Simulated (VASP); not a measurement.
# Zr3NbTe2 (P6/mmm) in VASP: further runs

Zr3NbTe2 is run at these levels: PBE; tasks: relaxation of cell and atoms.

Everything below comes from runs of VASP 6.6.1. Logs are shortened: lines on timing, memory, paths and dates and some standing lists are left out, and cuts for length are marked.

## Step 1: The cell of the first run

The structure is hexagonal, space group P6/mmm (No. 191). Conventional cell: a = 6.384 Å, b = 6.384 Å, c = 3.589 Å, α = 90.00°, β = 90.00°, γ = 120.00°. Within 3.4 Å of Zr (site symmetry mmm) lie 4 Te at 2.57 Å and 4 Zr at 3.19 Å. Nb (site symmetry 6/mmm) has 2 Nb at 3.59 Å and 12 Zr at 3.66 Å and 6 Te at 3.69 Å within 4.7 Å. Within 3.4 Å of Te (site symmetry -6m2) lie 6 Zr at 2.57 Å.

The cell was generated, and may not be a known phase.

## Step 2: Relaxation of cell and atoms, PBE

File INCAR:

```
PREC = Accurate ; ENCUT = 600
EDIFF = 1E-6 ; ISMEAR = 0
SIGMA = 0.1 ; LREAL = False
LASPH = True ; NELM = 100
ALGO = Normal ; ISIF = 3
LWAVE = False ; LCHARG = False
GGA = PE ; IBRION = 2
NSW = 90 ; EDIFFG = -0.04
```

File KPOINTS:

```
regular mesh
0
Gamma
  3 3 6
```

File POSCAR:

```
Zr3NbTe2
1.0
    6.3838146600      0.0000000000      0.0000000000
   -3.1919073300      5.5285456700      0.0000000000
    0.0000000000      0.0000000000      3.5886638600
Zr Nb Te
3 1 2
Direct
    0.5000000000      0.0000000000      0.5000000000
    0.5000000000      0.5000000000      0.5000000000
    0.0000000000      0.5000000000      0.5000000000
    0.0000000000      0.0000000000      0.0000000000
    0.3333333300      0.6666666700      0.0000000000
    0.6666666700      0.3333333300      0.0000000000
```

Potentials or basis: VASP PAW PBE potentials, release 64 (Zr_sv, Nb_sv, Te).

On the command line:

```bash
> cat potpaw_PBE.64/Zr_sv/POTCAR potpaw_PBE.64/Nb_sv/POTCAR potpaw_PBE.64/Te/POTCAR > POTCAR
> mpirun -np 1 vasp_std > vasp.out
```

OUTCAR:

```text
PREC = Accurate
   ENCUT = 600
   EDIFF = 1E-6
   ISMEAR = 0
   LREAL = False
   LASPH = True
   NELM = 100
   ISIF = 3
   GGA = PE
   IBRION = 2
   NSW = 90
   EDIFFG = -0.04

 ion  position               nearest neighbor table
   1  0.500  0.000  0.500-   5 2.57   6 2.57   5 2.57   6 2.57   2 3.19   3 3.19   2 3.19   3 3.19

   2  0.500  0.500  0.500-   5 2.57   6 2.57   5 2.57   6 2.57   3 3.19   3 3.19   1 3.19   1 3.19

   3  0.000  0.500  0.500-   5 2.57   6 2.57   5 2.57   6 2.57   2 3.19   2 3.19   1 3.19   1 3.19

   4  0.000  0.000  0.000-
   5  0.333  0.667  0.000-   3 2.57   3 2.57   1 2.57   1 2.57   2 2.57   2 2.57
   6  0.667  0.333  0.000-   3 2.57   3 2.57   1 2.57   1 2.57   2 2.57   2 2.57

  LATTYP: Found a hexagonal cell.
 ALAT       =     6.3838146600
 C/A-ratio  =     0.5621503836

  Lattice vectors:

 A1 = (   6.3838146600,   0.0000000000,   0.0000000000)
 A2 = (  -3.1919073300,   5.5285456700,   0.0000000000)
 A3 = (   0.0000000000,   0.0000000000,   3.5886638600)

Analysis of symmetry for initial positions (statically):
=====================================================================
 Subroutine PRICEL returns:
 Original cell was already a primitive cell.

 Routine SETGRP: Setting up the symmetry group for a
 hexagonal supercell.

 Subroutine GETGRP returns: Found 24 space group operations
 (whereof 24 operations were pure point group operations)
 out of a pool of 24 trial point group operations.

The static configuration has the point symmetry D_6h.

Analysis of symmetry for dynamics (positions and initial velocities):
=====================================================================
 Subroutine PRICEL returns:
 Original cell was already a primitive cell.

 Routine SETGRP: Setting up the symmetry group for a
 hexagonal supercell.

 Subroutine GETGRP returns: Found 24 space group operations
 (whereof 24 operations were pure point group operations)
 out of a pool of 24 trial point group operations.

The dynamic configuration has the point symmetry D_6h.

 Subroutine INISYM returns: Found 24 space group operations
 (whereof 24 operations are pure point group operations),
 and found     1 'primitive' translations

----------------------------------------------------------------------------------------

                                     Primitive cell

  volume of cell :     126.6555

  direct lattice vectors                    reciprocal lattice vectors
     6.383814660  0.000000000  0.000000000     0.156646152  0.090439698  0.000000000
    -3.191907330  5.528545670  0.000000000     0.000000000  0.180879396  0.000000000
     0.000000000  0.000000000  3.588663860     0.000000000  0.000000000  0.278655243

  length of vectors
     6.383814660  6.383814661  3.588663860     0.180879396  0.180879396  0.278655243

  position of ions in fractional coordinates (direct lattice)
     0.500000000  0.000000000  0.500000000
     0.500000000  0.500000000  0.500000000
     0.000000000  0.500000000  0.500000000
     0.000000000  0.000000000  0.000000000
     0.333333330  0.666666670  0.000000000
     0.666666670  0.333333330  0.000000000

  ion indices of the primitive-cell ions
   primitive index   ion index
                 1           1
                 2           2
                 3           3
                 4           4
                 5           5
                 6           6

----------------------------------------------------------------------------------------

 KPOINTS: regular mesh

Automatic generation of k-mesh.
 Grid dimensions read from file:
 generate k-points for:    3    3    6

 Generating k-lattice:

  Cartesian coordinates                     Fractional coordinates (reciprocal lattice)
     0.052215384  0.030146566  0.000000000     0.333333333  0.000000000  0.000000000
     0.000000000  0.060293132  0.000000000     0.000000000  0.333333333  0.000000000
     0.000000000  0.000000000  0.046442541     0.000000000  0.000000000  0.166666667

  Length of vectors
     0.060293132  0.060293132  0.046442541

  Shift w.r.t. Gamma in fractional coordinates (k-lattice)
     0.000000000  0.000000000  0.000000000

 Subroutine IBZKPT returns following result:
 ===========================================

 Found     12 irreducible k-points:

 Following reciprocal coordinates:
            Coordinates               Weight
  0.000000  0.000000  0.000000      1.000000
  0.333333  0.000000  0.000000      6.000000
  0.333333  0.333333  0.000000      2.000000
  0.000000  0.000000  0.166667      2.000000
  0.333333  0.000000  0.166667     12.000000
  0.333333  0.333333  0.166667      4.000000
  0.000000  0.000000  0.333333      2.000000
  0.333333  0.000000  0.333333     12.000000
  0.333333  0.333333  0.333333      4.000000
  0.000000  0.000000  0.500000      1.000000
  0.333333  0.000000  0.500000      6.000000
  0.333333  0.333333  0.500000      2.000000
   k-points           NKPTS =     12   k-points in BZ     NKDIM =     12   number of bands    NBANDS=     36
   number of dos      NEDOS =    301   number of ions     NIONS =      6
   total plane-waves  NPLWV =  87480
   dimension x,y,z NGX =    54 NGY =   54 NGZ =   30
   dimension x,y,z NGXF=   108 NGYF=  108 NGZF=   60
   ions per type =               3   1   2
   NGX,Y,Z   is equivalent  to a cutoff of  14.06, 14.06, 13.90 a.u.
   NGXF,Y,Z  is equivalent  to a cutoff of  28.13, 28.13, 27.80 a.u.
 SYSTEM =  unknown system
   PREC   = accura    normal or accurate (medium, high low for compatibility)
   ISTART =      0    job   : 0-new  1-cont  2-samecut
   ICHARG =      2    charge: 1-file 2-atom 10-const
   ISPIN  =      1    spin polarized calculation?
   LNONCOLLINEAR =      F non collinear calculations
   LSORBIT =      F    spin-orbit coupling
   LASPH  =      T    aspherical Exc in radial PAW
   ENCUT  =  600.0 eV  44.10 Ry    6.64 a.u.  12.75 12.75  7.17*2*pi/ulx,y,z
   NELM   =    100;   NELMIN=  2; NELMDL= -5     # of ELM steps
   EDIFF  = 0.1E-05   stopping-criterion for ELM
   LREAL  =      F    real-space projection
   EDIFFG = -.4E-01   stopping-criterion for IOM
   NSW    =     90    number of steps for IOM
   IBRION =      2    ionic relax: 0-MD 1-quasi-New 2-CG
   NFREE  =      1    steps in history (QN), initial steepest desc. (CG)
   ISIF   =      3    stress and relaxation
   ISYM   =      2    0-nonsym 1-usesym 2-fastsym
   POTIM  = 0.5000    time-step for ionic-motion
   TEBEG  =    0.0;   TEEND  =   0.0 temperature during run
   PSTRESS=    0.0 pullay stress
   NELECT =      61.0000    total number of electrons
   NUPDOWN=      -1.0000    fix difference up-down
   EMIN   =  10.00;   EMAX   =-10.00  energy-range for DOS
   EFERMI =   0.00;   METHOD = LEGACY
   ISMEAR =     0;   SIGMA  =   0.10  broadening in eV -4-tet -1-fermi 0-gaus
   EFERMI_NEDOS =   21; number of points for ismear=-14 and -15
   IALGO  =     38    algorithm
   IMIX   =      4    mixing-type and parameters
     AMIX     =   0.40;   BMIX     =  1.00
     AMIX_MAG =   1.60;   BMIX_MAG =  1.00
  volume/ion in A,a.u.               =      21.11       142.45
  Fermi-wavevector in a.u.,A,eV,Ry     =   1.283247  2.424984 22.405011  1.646722
  Thomas-Fermi vector in A             =   2.415511
   LORBIT       =      0    0 simple, 1 ext, 2 COOP (PROOUT), +10 PAW based schemes
   GGA     = PE    functional components
   LHFCALC =     F    Hartree Fock is set to
   AEXX    =    0.0000 exact exchange contribution
   IVDW    =     0    specifies the selected vdW correction
   LEPSILON=     F    determine dielectric tensor
   LRPA    =     F    only Hartree local field effects (RPA)
 conjugate gradient relaxation of ions
 non-spin polarized calculation
 Gauss-broadening in eV      SIGMA  =   0.10
  energy-cutoff  :      600.00
  volume of cell :      126.66
 maximum number of plane-waves:      4245
 NGX is ok and might be reduce to    54
   NGX = 25   NGY = 25   NGZ = 15

--------------------------------------- Ionic step        1  -------------------------------------------

 number of electron      60.9999998 magnetization

 Free energy of the ion-electron system (eV)
  ---------------------------------------------------
  ext. energy  EPLUGINS =         0.00000000
  ---------------------------------------------------
  free energy    TOTEN  =       -36.47859852 eV

  energy without entropy =      -36.45426370  energy(sigma->0) =      -36.46643111

------------------------ aborting loop because EDIFF is reached ----------------------------------------

  FORCE on cell =-STRESS in cart. coord.  units (eV):
  Direction    XX          YY          ZZ          XY          YZ          ZX
  --------------------------------------------------------------------------------------
  -------------------------------------------------------------------------------------
  Total       20.2506893     20.2506893     39.3084761      0.0000000     -0.0000000      0.0000000
  in kB      256.1689221    256.1689222    497.2477627      0.0000000     -0.0000000      0.0000000
  external PRESSURE =     336.5285357 kB  Pullay stress =       0.0000000 kB
[... 25 lines left out ...]
  energy  without entropy=      -36.4542636978  energy(sigma->0) =      -36.46643111

--------------------------------------- Ionic step        2  -------------------------------------------

 number of electron      60.9999995 magnetization

 E-fermi :   4.9278     XC(G=0):  -8.8745

 val. band max:        4.8829434824   @ k =   0.3333   0.0000   0.0000
 cond. band min:       4.9285611627   @ k =   0.3333   0.3333   0.1667
 fundamental gap:      0.0456176803
 Fermi energy:         4.9277785337

 k-point     1 :       0.0000    0.0000    0.0000
  band No.  band energies     occupation
      1     -50.9747      2.00000
      2     -45.1531      2.00000
      3     -45.1432      2.00000
      4     -45.1432      2.00000
      5     -26.9877      2.00000
      6     -26.9877      2.00000
[... 530 lines left out ...]
  FREE ENERGIE OF THE ION-ELECTRON SYSTEM (eV)
  ---------------------------------------------------
  free  energy   TOTEN  =       -39.5577121599 eV

  energy  without entropy=      -39.5267565062  energy(sigma->0) =      -39.54223433

 E-fermi :  11.3240     XC(G=0): -11.4617

 val. band max:       11.3002198961   @ k =   0.3333   0.3333   0.3333
 cond. band min:      11.3340094717   @ k =   0.3333   0.3333   0.0000
 fundamental gap:      0.0337895756
 Fermi energy:        11.3239900849

 k-point     1 :       0.0000    0.0000    0.0000
  band No.  band energies     occupation
      1     -44.4987      2.00000
      2     -37.4899      2.00000
      3     -36.9336      2.00000
      4     -36.9336      2.00000
      5     -20.6592      2.00000
      6     -20.6592      2.00000
[... 457 lines left out ...]
     35      12.0271      0.00000
     36      13.1609      0.00000

[... ionic steps 4 to 10 ...]

--------------------------------------- Ionic step       11  -------------------------------------------

 number of electron      60.9999995 magnetization

------------------------ aborting loop because EDIFF is reached ----------------------------------------

  FORCE on cell =-STRESS in cart. coord.  units (eV):
  Direction    XX          YY          ZZ          XY          YZ          ZX
  --------------------------------------------------------------------------------------
  -------------------------------------------------------------------------------------
  Total        0.8050634      0.8050634      1.3162069      0.0000000      0.0000000      0.0000000
  in kB        9.1566146      9.1566146     14.9702480      0.0000000      0.0000000      0.0000000
  external PRESSURE =      11.0944924 kB  Pullay stress =       0.0000000 kB
[... 65 lines left out ...]
  energy  without entropy=      -40.9882886088  energy(sigma->0) =      -41.00472108

--------------------------------------- Ionic step       13  -------------------------------------------

 number of electron      60.9999999 magnetization

 Free energy of the ion-electron system (eV)
  ---------------------------------------------------
  ext. energy  EPLUGINS =         0.00000000
  ---------------------------------------------------
  free energy    TOTEN  =       -41.06474274 eV

  energy without entropy =      -41.03125880  energy(sigma->0) =      -41.04800077

 E-fermi :   9.6115     XC(G=0): -10.8845

 val. band max:        9.6079854334   @ k =   0.3333   0.0000   0.5000
 cond. band min:       9.6184403166   @ k =   0.3333   0.3333   0.1667
 fundamental gap:      0.0104548832
 Fermi energy:         9.6115163891

 k-point     1 :       0.0000    0.0000    0.0000
  band No.  band energies     occupation
      1     -46.4255      2.00000
      2     -39.2656      2.00000
      3     -39.0745      2.00000
      4     -39.0745      2.00000
      5     -22.4812      2.00000
      6     -22.4812      2.00000
[... 490 lines left out ...]
  FREE ENERGIE OF THE ION-ELECTRON SYSTEM (eV)
  ---------------------------------------------------
  free  energy   TOTEN  =       -41.0647427392 eV

  energy  without entropy=      -41.0312587972  energy(sigma->0) =      -41.04800077

 reached required accuracy - stopping structural energy minimisation
```

It took 31 min on 1 thread of Intel Xeon Platinum 8175M at 2.50GHz (Skylake/Cascade Lake), shared host; peak memory 0.33 GiB.

Results:

```
Free energy                           : -41.0647 eV
Relaxed volume                        : 23.71 Å³/atom
Relaxed cell                          : a = 5.881 Å, b = 5.881 Å, c = 4.750 Å, α = 90.00°, β = 90.00°, γ = 120.00°
Space group after relaxing (to 0.1 Å) : P6/mmm (No. 191)
Energy gained by relaxing             : 764.4 meV/atom
Ionic steps                           : 13
Pressure after relaxing               : 0.1 GPa
Band gap on the k mesh                : zero (an odd number of electrons rules out a gap without spin polarisation)
```

Stress tensor (GPa, compression positive):
```
 0.15  0.00  0.00
 0.00  0.15  0.00
 0.00  0.00 -0.11
```

The path:
```csv
step,energy change (eV),largest force (eV/Å),pressure (GPa),volume (Å³)
1,0.0000,0.0000,33.65,126.66
2,1.1146,0.0000,-14.22,225.39
3,-3.0791,0.0000,-2.76,162.60
4,-3.0972,0.0000,-1.58,160.33
5,-3.0992,0.0000,-1.10,159.45
6,-3.3514,0.0000,-1.27,156.97
7,-4.2446,0.0000,-1.00,148.19
8,-2.8022,0.0000,14.69,125.70
9,-4.5546,0.0000,0.27,142.92
10,-4.5744,0.0000,1.47,140.10
11,-4.5806,0.0000,1.11,140.87
12,-4.5426,0.0000,-2.57,146.33
13,-4.5861,0.0000,0.07,142.28
```

Final structure:
```xyz
6
Lattice="5.8811 0.0000 0.0000 -2.9405 5.0931 0.0000 0.0000 0.0000 4.7501" Properties=species:S:1:pos:R:3 pbc="T T T"
Zr    2.9405    0.0000    2.3750
Zr    1.4703    2.5466    2.3750
Zr   -1.4703    2.5466    2.3750
Nb    0.0000    0.0000    0.0000
Te    0.0000    3.3954    0.0000
Te    2.9405    1.6977    0.0000
```

Caveat: the k points lie up to 0.41 Å⁻¹ apart in the final cell, too coarse for converged energies and pressures of a metal; a cell axis changed by over 15 % at a fixed basis, so the end point is rough; spin-orbit coupling is left out, which moves the levels of the heavy elements.

[end of part 1 of 2]
